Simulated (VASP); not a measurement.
The system is CaF2.

```xyz
3
Lattice="0.0000 2.6941 2.6941 2.6941 0.0000 2.6941 2.6941 2.6941 0.0000" Properties=species:S:1:pos:R:3 pbc="T T T"
Ca    0.0000    0.0000    0.0000
F     4.0411    4.0411    4.0411
F     1.3470    1.3470    1.3470
```

Base run:

- Program: VASP 6.6.1
- Functional: SVWN5
- Potentials or basis: VASP PAW PBE potentials, release 64 (Ca_sv, F)
- Cutoff: 600 eV
- k mesh: 8 × 8 × 8
- Occupations: fermi-dirac, width 0.05 eV
- Spin: no spin polarisation

Its results: band gap on the k mesh 7.15 eV (least direct gap 7.42 eV); pressure -3.0 GPa.

Q: The run is repeated on the same cell with these changes: functional from SVWN5 to BLYP. What comes out?

A: Band gap on the k mesh 7.65 eV (least direct gap 7.91 eV); pressure 8.5 GPa.

BLYP binds less tightly than SVWN5, so the same cell stands under more pressure.

Caveats: the PAW data sets were made with another functional, which shifts forces and pressure a little; the cell stands under tension (at least some runs); the cell stands under pressure (at least some runs).

A k mesh can miss the band edges.
